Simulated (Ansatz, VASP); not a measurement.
**Al9H: VASP beside Ansatz**

```xyz
20
Lattice="5.7086 0.0000 0.0000 -1.4272 9.7033 0.0000 0.0000 0.0000 22.7903" Properties=species:S:1:pos:R:3 pbc="T T T"
Al    1.4272    0.6297    4.0000
Al    4.2815    0.6297    4.0000
Al    1.4272    3.3179    4.9960
Al    4.2815    3.3179    4.9960
Al    0.0000    5.7962    5.1952
Al    2.8543    5.7962    5.1952
Al    1.4272    8.2746    5.3944
Al    4.2815    8.2746    5.3944
Al    0.0003    1.2395    6.4001
Al    2.8546    1.2395    6.4001
Al   -0.0073    3.9228    7.5233
Al    2.8471    3.9228    7.5233
Al    1.4243    6.4014    7.6799
Al    4.2786    6.4014    7.6799
Al   -0.0084    8.8410    7.8611
Al    2.8460    8.8410    7.8611
Al    1.4323    1.7608    8.7903
Al    4.2866    1.7608    8.7903
H     2.9218    3.6662    9.5603
H     2.7881    4.5754    9.5603
```

Alike in both runs: task single point; functional PBE; k mesh 5 × 3 × 1; occupations gaussian, width 0.1 eV; no spin polarisation.

```csv
,VASP,Ansatz
version,VASP 6.6.1,Ansatz 0.2.0
potentials or method,"VASP PAW PBE potentials, release 64 (Al, H), cutoff 520 eV","scalar-relativistic, plane waves, PAW"
valence electrons in the cell,56,56
```

Ansatz gave:

- gap on the k mesh at the Fermi level (eV): none
- rms of the force components (eV/Å): 0.376

Estimate VASP's values.

gap on the k mesh at the Fermi level (eV): none; rms of the force components (eV/Å): 0.377.

Atom by atom the forces differ by 0.001 eV/Å (rms over components). A gap of «none» marks a metal or a gap that the smearing closes.
